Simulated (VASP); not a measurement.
# Ru (P6_3/mmc) in VASP: further runs, part 2 of 3

VASP 6.6.1.

### 3 Single point, PBEsol

The input, INCAR:

```
ALGO     = Normal         # electronic algorithm
EDIFF    = 1E-6           # SCF threshold, eV
ENCUT    = 520            # plane-wave cutoff, eV
GGA      = PS             # functional
ISIF     = 2              # what is computed and relaxed
ISMEAR   = 0              # smearing method
LASPH    = True           # aspherical terms in the spheres
LCHARG   = False          # write CHGCAR
LREAL    = False          # projectors in reciprocal space
LWAVE    = False          # write WAVECAR
NBANDS   = 21             # bands
NELM     = 80             # most SCF steps
PREC     = Accurate       # precision mode
SIGMA    = 0.15           # smearing width, eV
```

The input, KPOINTS:

```
k-points
0
Gamma
  18 18 10
```

The input, POSCAR:

```
Ru
1.0
    2.6896847532      0.0000000000      0.0000000000
   -1.3448423766      2.3293353245      0.0000000000
    0.0000000000      0.0000000000      4.2523798378
Ru
2
Direct
    0.3333333333      0.6666666667      0.2500000000
    0.6666666667      0.3333333333      0.7500000000
```

Potentials or basis: VASP PAW PBE potentials, release 64 (Ru_pv).

The run is started by

```bash
> cat potpaw_PBE.64/Ru_pv/POTCAR > POTCAR
> mpirun -np 1 vasp_std > vasp.out
```

OUTCAR:

```text
EDIFF = 1E-6
   ENCUT = 520
   GGA = PS
   ISIF = 2
   ISMEAR = 0
   LASPH = True
   LREAL = False
   NELM = 80
   PREC = Accurate

 ion  position               nearest neighbor table
   1  0.333  0.667  0.250-   2 2.63   2 2.63   2 2.63   2 2.63   2 2.63   2 2.63
   2  0.667  0.333  0.750-   1 2.63   1 2.63   1 2.63   1 2.63   1 2.63   1 2.63

  LATTYP: Found a hexagonal cell.
 ALAT       =     2.6896847532
 C/A-ratio  =     1.5809956289

  Lattice vectors:

 A1 = (   2.6896847532,   0.0000000000,   0.0000000000)
 A2 = (  -1.3448423766,   2.3293353245,   0.0000000000)
 A3 = (   0.0000000000,   0.0000000000,   4.2523798378)

Analysis of symmetry for initial positions (statically):
=====================================================================
 Subroutine PRICEL returns:
 Original cell was already a primitive cell.

 Routine SETGRP: Setting up the symmetry group for a
 hexagonal supercell.

 Subroutine GETGRP returns: Found 24 space group operations
 (whereof 12 operations were pure point group operations)
 out of a pool of 24 trial point group operations.

The static configuration has the point symmetry D_3d.
 The point group associated with its full space group is D_6h.

Analysis of symmetry for dynamics (positions and initial velocities):
=====================================================================
 Subroutine PRICEL returns:
 Original cell was already a primitive cell.

 Routine SETGRP: Setting up the symmetry group for a
 hexagonal supercell.

 Subroutine GETGRP returns: Found 24 space group operations
 (whereof 12 operations were pure point group operations)
 out of a pool of 24 trial point group operations.

The dynamic configuration has the point symmetry D_3d.
 The point group associated with its full space group is D_6h.

 Subroutine INISYM returns: Found 24 space group operations
 (whereof 12 operations are pure point group operations),
 and found     1 'primitive' translations

----------------------------------------------------------------------------------------

                                     Primitive cell

  volume of cell :      26.6419

  direct lattice vectors                    reciprocal lattice vectors
     2.689684753  0.000000000  0.000000000     0.371790783  0.214653509  0.000000000
    -1.344842377  2.329335325  0.000000000     0.000000000  0.429307017  0.000000000
     0.000000000  0.000000000  4.252379838     0.000000000  0.000000000  0.235162436

  length of vectors
     2.689684753  2.689684753  4.252379838     0.429307017  0.429307017  0.235162436

  position of ions in fractional coordinates (direct lattice)
     0.333333333  0.666666667  0.250000000
     0.666666667  0.333333333  0.750000000

  ion indices of the primitive-cell ions
   primitive index   ion index
                 1           1
                 2           2

----------------------------------------------------------------------------------------

 KPOINTS: k-points

Automatic generation of k-mesh.
 Grid dimensions read from file:
 generate k-points for:   18   18   10

 Generating k-lattice:

  Cartesian coordinates                     Fractional coordinates (reciprocal lattice)
     0.020655043  0.011925195  0.000000000     0.055555556 -0.000000000  0.000000000
     0.000000000  0.023850390  0.000000000     0.000000000  0.055555556  0.000000000
     0.000000000  0.000000000  0.023516244     0.000000000  0.000000000  0.100000000

  Length of vectors
     0.023850390  0.023850390  0.023516244

  Shift w.r.t. Gamma in fractional coordinates (k-lattice)
     0.000000000  0.000000000  0.000000000

 Subroutine IBZKPT returns following result:
 ===========================================

 Found    222 irreducible k-points:

 Following reciprocal coordinates:
            Coordinates               Weight
  0.000000  0.000000  0.000000      1.000000
  0.055556 -0.000000  0.000000      6.000000
  0.111111 -0.000000  0.000000      6.000000
  0.166667  0.000000  0.000000      6.000000
  0.222222  0.000000  0.000000      6.000000
  0.277778  0.000000  0.000000      6.000000
[... 16 lines left out ...]
  0.333333  0.111111  0.000000     12.000000
  0.388889  0.111111  0.000000     12.000000
 [... further k-points ...]
   k-points           NKPTS =    222   k-points in BZ     NKDIM =    222   number of bands    NBANDS=     21
   number of dos      NEDOS =    301   number of ions     NIONS =      2
   total plane-waves  NPLWV =  12800
   dimension x,y,z NGX =    20 NGY =   20 NGZ =   32
   dimension x,y,z NGXF=    40 NGYF=   40 NGZF=   64
   ions per type =               2
   NGX,Y,Z   is equivalent  to a cutoff of  12.36, 12.36, 12.51 a.u.
   NGXF,Y,Z  is equivalent  to a cutoff of  24.72, 24.72, 25.02 a.u.
 SYSTEM =  unknown system
   PREC   = accura    normal or accurate (medium, high low for compatibility)
   ISTART =      0    job   : 0-new  1-cont  2-samecut
   ICHARG =      2    charge: 1-file 2-atom 10-const
   ISPIN  =      1    spin polarized calculation?
   LNONCOLLINEAR =      F non collinear calculations
   LSORBIT =      F    spin-orbit coupling
   LASPH  =      T    aspherical Exc in radial PAW
   ENCUT  =  520.0 eV  38.22 Ry    6.18 a.u.   5.00  5.00  7.91*2*pi/ulx,y,z
   NELM   =     80;   NELMIN=  2; NELMDL= -5     # of ELM steps
   EDIFF  = 0.1E-05   stopping-criterion for ELM
   LREAL  =      F    real-space projection
   EDIFFG = 0.1E-04   stopping-criterion for IOM
   NSW    =      0    number of steps for IOM
   IBRION =     -1    ionic relax: 0-MD 1-quasi-New 2-CG
   NFREE  =      0    steps in history (QN), initial steepest desc. (CG)
   ISIF   =      2    stress and relaxation
   ISYM   =      2    0-nonsym 1-usesym 2-fastsym
   POTIM  = 0.5000    time-step for ionic-motion
   TEBEG  =    0.0;   TEEND  =   0.0 temperature during run
   PSTRESS=    0.0 pullay stress
   NELECT =      28.0000    total number of electrons
   NUPDOWN=      -1.0000    fix difference up-down
   EMIN   =  10.00;   EMAX   =-10.00  energy-range for DOS
   EFERMI =   0.00;   METHOD = LEGACY
   ISMEAR =     0;   SIGMA  =   0.15  broadening in eV -4-tet -1-fermi 0-gaus
   EFERMI_NEDOS =   21; number of points for ismear=-14 and -15
   IALGO  =     38    algorithm
   IMIX   =      4    mixing-type and parameters
     AMIX     =   0.40;   BMIX     =  1.00
     AMIX_MAG =   1.60;   BMIX_MAG =  1.00
  volume/ion in A,a.u.               =      13.32        89.89
  Fermi-wavevector in a.u.,A,eV,Ry     =   1.664456  3.145366 37.693775  2.770414
  Thomas-Fermi vector in A             =   2.750997
   LORBIT       =      0    0 simple, 1 ext, 2 COOP (PROOUT), +10 PAW based schemes
   GGA     = PS    functional components
   LHFCALC =     F    Hartree Fock is set to
   AEXX    =    0.0000 exact exchange contribution
   IVDW    =     0    specifies the selected vdW correction
   LEPSILON=     F    determine dielectric tensor
   LRPA    =     F    only Hartree local field effects (RPA)
 non-spin polarized calculation
 Gauss-broadening in eV      SIGMA  =   0.15
  energy-cutoff  :      520.00
  volume of cell :       26.64
 maximum number of plane-waves:       738
 NGX is ok and might be reduce to    20
   NGX =  9   NGY =  9   NGZ = 15

 number of electron      27.9999997 magnetization

 Free energy of the ion-electron system (eV)
  ---------------------------------------------------
  ext. energy  EPLUGINS =         0.00000000
  ---------------------------------------------------
  free energy    TOTEN  =       -20.35044564 eV

  energy without entropy =      -20.33157777  energy(sigma->0) =      -20.34101170

 E-fermi :  13.0499     XC(G=0): -14.3986

 val. band max:       13.0451062105   @ k =   0.4444   0.1111   0.5000
 cond. band min:      13.0674088605   @ k =   0.2222   0.1111   0.1000
 fundamental gap:      0.0223026501
 Fermi energy:        13.0498677621

 k-point     1 :       0.0000    0.0000    0.0000
  band No.  band energies     occupation
      1     -30.6260      2.00000
      2     -29.6256      2.00000
      3     -29.6256      2.00000
      4     -29.4433      2.00000
      5     -29.4433      2.00000
      6     -29.3990      2.00000
[... 13 lines left out ...]
     20      23.3117      0.00000
     21      23.6164      0.00000

 k-point     2 :       0.0556   -0.0000    0.0000
  band No.  band energies     occupation
      1     -30.6147      2.00000
      2     -29.6498      2.00000
      3     -29.6338      2.00000
      4     -29.4686      2.00000
      5     -29.4465      2.00000
      6     -29.4042      2.00000
[... 520 lines left out ...]
 k-point    24 :       0.3889    0.1111    0.0000
  band No.  band energies     occupation
      1     -30.3757      2.00000
      2     -30.1784      2.00000
      3     -30.1114      2.00000
      4     -29.9124      2.00000
      5     -29.7102      2.00000
      6     -29.6277      2.00000
[... 13 lines left out ...]
     20      23.3093      0.00000
     21      24.3416      0.00000

 [... further k-points ...]
[... 5 lines left out ...]
  --------------------------------------------------------------------------------------
  -------------------------------------------------------------------------------------
  Total       -0.0002639     -0.0002639     -0.0198075      0.0000000      0.0000000     -0.0000000
  in kB       -0.0158692     -0.0158692     -1.1911725      0.0000000      0.0000000     -0.0000000
  external PRESSURE =      -0.4076369 kB  Pullay stress =       0.0000000 kB

 VOLUME and BASIS-vectors are now :
 -----------------------------------------------------------------------------
  energy-cutoff  :      520.00
  volume of cell :       26.64
      direct lattice vectors                 reciprocal lattice vectors
     2.689684753  0.000000000  0.000000000     0.371790783  0.214653509  0.000000000
    -1.344842377  2.329335325  0.000000000     0.000000000  0.429307017  0.000000000
     0.000000000  0.000000000  4.252379838     0.000000000  0.000000000  0.235162436

 POSITION                                       TOTAL-FORCE (eV/Angst)
 -----------------------------------------------------------------------------------
     -0.00000      1.55289      1.06309        -0.000000      0.000000      0.000000
      1.34484      0.77645      3.18928         0.000000      0.000000      0.000000
 -----------------------------------------------------------------------------------
    total drift:                                0.000000     -0.000000      0.000000

  FREE ENERGIE OF THE ION-ELECTRON SYSTEM (eV)
  ---------------------------------------------------
  free  energy   TOTEN  =       -20.3504456411 eV

  energy  without entropy=      -20.3315777662  energy(sigma->0) =      -20.34101170
```

Run time: 88 s. Hardware: 1 thread of Intel Xeon Platinum 8259CL at 2.50GHz (Skylake/Cascade Lake), shared host; peak memory 0.21 GiB.

What came out:

```
Free energy            : -20.3504 eV
Pressure               : 0.0 GPa
Band gap on the k mesh : zero (band 14 reaches 14.57 eV, above the bottom of band 15 at 11.35 eV)
```

Caveat: the PAW data sets were made with another functional, which shifts forces and pressure a little.

### 4 Single point, PBEsol

The input, INCAR:

```
ALGO = Fast
EDIFF = 1E-6
ENCUT = 520
GGA = PS
ISIF = 2
ISMEAR = 0
LASPH = True
LCHARG = True
LELF = True
LREAL = False
LVHAR = True
LWAVE = False
NBANDS = 21
NELM = 60
PREC = Accurate
SIGMA = 0.15
```

The input, KPOINTS:

```
k-points
0
Gamma
  21 21 12
```

The input, POSCAR:

```
Ru
1.0
    2.6896847531      0.0000000000      0.0000000000
   -1.3448423765      2.3293353243      0.0000000000
    0.0000000000      0.0000000000      4.2523798375
Ru
2
Direct
    0.3333333333      0.6666666667      0.2500000000
    0.6666666667      0.3333333333      0.7500000000
```

The run is started by

```bash
> cat potpaw_PBE.64/Ru_pv/POTCAR > POTCAR
> mpirun -np 1 vasp_std > vasp.out
```

Wall time 84 s (1 thread of Intel Xeon Platinum 8488C (Sapphire Rapids), shared host); peak memory 0.25 GiB.

It converged, with:

| Quantity | Value |
| --- | --- |
| Free energy | -20.3504 eV |
| Pressure | 0.0 GPa |
| Band gap on the k mesh | zero (band 14 reaches 14.68 eV, above the bottom of band 15 at 11.40 eV) |

Stress tensor (GPa, compression positive):
```
 0.22  0.00  0.00
 0.00  0.22  0.00
 0.00  0.00 -0.56
```

Levels at points of the mesh, in eV from the Fermi level:
```
           k point  band 10  band 11  band 12  band 13  band 14  band 15  band 16  band 17  band 18  band 19
(0.00, 0.00, 0.00)    -2.70    -2.50    -1.99    -1.99    -1.45    -1.45     1.22     1.22     1.26    10.20
(0.00, 0.00, 0.50)    -2.87    -2.87    -2.87    -2.81    -2.81     0.56     0.56     0.56     0.56    10.24
```

Caveat: the PAW data sets were made with another functional, which shifts forces and pressure a little.

### 5 Single point, PBEsol

The input, INCAR:

```
PREC     = Accurate       # precision mode
ENCUT    = 520            # plane-wave cutoff, eV
EDIFF    = 1E-7           # SCF threshold, eV
ISMEAR   = 0              # smearing method
SIGMA    = 0.1            # smearing width, eV
LREAL    = F              # projectors in reciprocal space
LASPH    = T              # aspherical terms in the spheres
NELM     = 80             # most SCF steps
ALGO     = Normal         # electronic algorithm
ISIF     = 2              # what is computed and relaxed
LWAVE    = F              # write WAVECAR
LCHARG   = T              # write CHGCAR
GGA      = PS             # functional
LELF     = T              # ELF
LVHAR    = T            
NBANDS   = 21             # bands
```

The input, KPOINTS:

```
regular mesh
0
Gamma
  18 18 10
```

POSCAR is that of step 4.

Potentials or basis: VASP PAW PBE potentials, release 64 (Ru_pv).

The run is started by

```bash
> cat potpaw_PBE.64/Ru_pv/POTCAR > POTCAR
> mpirun -np 1 vasp_std > vasp.out
```

OUTCAR:

```text
PREC = Accurate
   ENCUT = 520
   EDIFF = 1E-7
   ISMEAR = 0
   LREAL = F
   LASPH = T
   NELM = 80
   ISIF = 2
   GGA = PS

 ion  position               nearest neighbor table
   1  0.333  0.667  0.250-   2 2.63   2 2.63   2 2.63   2 2.63   2 2.63   2 2.63
   2  0.667  0.333  0.750-   1 2.63   1 2.63   1 2.63   1 2.63   1 2.63   1 2.63

  LATTYP: Found a hexagonal cell.
 ALAT       =     2.6896847531
 C/A-ratio  =     1.5809956288

  Lattice vectors:

 A1 = (   2.6896847531,   0.0000000000,   0.0000000000)
 A2 = (  -1.3448423765,   2.3293353243,   0.0000000000)
 A3 = (   0.0000000000,   0.0000000000,   4.2523798375)

Analysis of symmetry for initial positions (statically):
=====================================================================
 Subroutine PRICEL returns:
 Original cell was already a primitive cell.

 Routine SETGRP: Setting up the symmetry group for a
 hexagonal supercell.

 Subroutine GETGRP returns: Found 24 space group operations
 (whereof 12 operations were pure point group operations)
 out of a pool of 24 trial point group operations.
[... 154 lines left out ...]
   NGX =  9   NGY =  9   NGZ = 15

 number of electron      27.9999997 magnetization

 Free energy of the ion-electron system (eV)
  ---------------------------------------------------
  ext. energy  EPLUGINS =         0.00000000
  ---------------------------------------------------
  free energy    TOTEN  =       -20.34508912 eV

  energy without entropy =      -20.33623429  energy(sigma->0) =      -20.34066171

 E-fermi :  13.0438     XC(G=0): -14.3985

 val. band max:       13.0437967618   @ k =   0.1667   0.1111   0.3000
 cond. band min:      13.0454638276   @ k =   0.4444   0.1111   0.5000
 fundamental gap:      0.0016670658
 Fermi energy:        13.0438165879

 k-point     1 :       0.0000    0.0000    0.0000
  band No.  band energies     occupation
      1     -30.6260      2.00000
      2     -29.6251      2.00000
      3     -29.6251      2.00000
      4     -29.4427      2.00000
      5     -29.4427      2.00000
      6     -29.3989      2.00000
[... 565 lines left out ...]
     20      23.3100      0.00000
     21      24.3420      0.00000

 [... further k-points ...]
[... 5 lines left out ...]
  --------------------------------------------------------------------------------------
  -------------------------------------------------------------------------------------
  Total       -0.0243215     -0.0243215     -0.0230737     -0.0000000      0.0000000      0.0000000
  in kB       -1.4626342     -1.4626342     -1.3875953     -0.0000000      0.0000000      0.0000000
  external PRESSURE =      -1.4376212 kB  Pullay stress =       0.0000000 kB

 VOLUME and BASIS-vectors are now :
 -----------------------------------------------------------------------------
  energy-cutoff  :      520.00
  volume of cell :       26.64
      direct lattice vectors                 reciprocal lattice vectors
     2.689684753  0.000000000  0.000000000     0.371790783  0.214653509  0.000000000
    -1.344842376  2.329335324  0.000000000     0.000000000  0.429307017  0.000000000
     0.000000000  0.000000000  4.252379838     0.000000000  0.000000000  0.235162436

 POSITION                                       TOTAL-FORCE (eV/Angst)
 -----------------------------------------------------------------------------------
     -0.00000      1.55289      1.06309         0.000000     -0.000000      0.000000
      1.34484      0.77645      3.18928        -0.000000      0.000000      0.000000
 -----------------------------------------------------------------------------------
    total drift:                                0.000000     -0.000000      0.000000

  FREE ENERGIE OF THE ION-ELECTRON SYSTEM (eV)
  ---------------------------------------------------
  free  energy   TOTEN  =       -20.3450891217 eV

  energy  without entropy=      -20.3362342889  energy(sigma->0) =      -20.34066171
```

OSZICAR:

```text
N       E                     dE             d eps       ncg     rms          rms(c)
DAV:   1     0.286220492658E+03    0.28622E+03   -0.17573E+04  9356   0.149E+03
DAV:   2    -0.161416408886E+02   -0.30236E+03   -0.29310E+03  9577   0.447E+02
DAV:   3    -0.218924389970E+02   -0.57508E+01   -0.57191E+01 10979   0.691E+01
DAV:   4    -0.219343979318E+02   -0.41959E-01   -0.41903E-01 11801   0.566E+00
DAV:   5    -0.219349177565E+02   -0.51982E-03   -0.51588E-03 10650   0.542E-01    0.202E+01
DAV:   6    -0.204429435160E+02    0.14920E+01   -0.33048E+00 10989   0.177E+01    0.526E+00
DAV:   7    -0.203560209174E+02    0.86923E-01   -0.62287E-01 10659   0.552E+00    0.945E-01
DAV:   8    -0.203468006428E+02    0.92203E-02   -0.17085E-02 10154   0.120E+00    0.487E-01
DAV:   9    -0.203450768841E+02    0.17238E-02   -0.16543E-03 10742   0.445E-01    0.332E-02
DAV:  10    -0.203450901237E+02   -0.13240E-04   -0.73116E-05 10502   0.880E-02    0.200E-02
DAV:  11    -0.203450890905E+02    0.10332E-05   -0.64128E-06 10599   0.243E-02    0.132E-03
DAV:  12    -0.203450891217E+02   -0.31133E-07   -0.27541E-07 10146   0.466E-03
   1 F= -.20345089E+02 E0= -.20340662E+02  d E =-.885483E-02
```

stdout:

```text
POSCAR found type information on POSCAR Ru
 POSCAR found :  1 types and       2 ions
 scaLAPACK will be used
 -----------------------------------------------------------------------------
|                                                                             |
|                                                                             |
|     You enforced a specific xc type in the INCAR file but a different       |
|     I HOPE YOU KNOW WHAT YOU ARE DOING!                                     |
|                                                                             |
 -----------------------------------------------------------------------------

 LDA part: xc-table for (Slater+PW92), standard interpolation
 POSCAR, INCAR and KPOINTS ok, starting setup
 FFT: planning ... GRIDC
 FFT: planning ... GRID_SOFT
 FFT: planning ... GRID
 WAVECAR not read
 entering main loop
```

It took 58 s on 1 thread of Intel Xeon Platinum 8488C (Sapphire Rapids), shared host; peak memory 0.2 GiB.

What came out:

```
Free energy            : -20.3451 eV
Pressure               : -0.1 GPa
Band gap on the k mesh : zero (band 14 reaches 14.57 eV, above the bottom of band 15 at 11.36 eV)
```

Levels at points of the mesh, in eV from the Fermi level:
```
           k point  band 10  band 11  band 12  band 13  band 14  band 15  band 16  band 17  band 18  band 19
(0.00, 0.00, 0.00)    -2.67    -2.48    -1.97    -1.97    -1.43    -1.43     1.24     1.24     1.27    10.23
(0.50, 0.00, 0.00)    -3.11    -2.12    -1.86    -1.56     1.49     1.93     2.01     4.17     6.24    10.26
(0.00, 0.00, 0.50)    -2.85    -2.85    -2.85    -2.79    -2.79     0.58     0.58     0.58     0.58    10.27
(0.50, 0.00, 0.50)    -4.66    -1.09    -1.09     0.45     0.45     1.76     1.76     3.45     3.45    10.25
```

Caveat: the PAW data sets were made with another functional, which shifts forces and pressure a little.

(Part 2 of 3 ends here.)
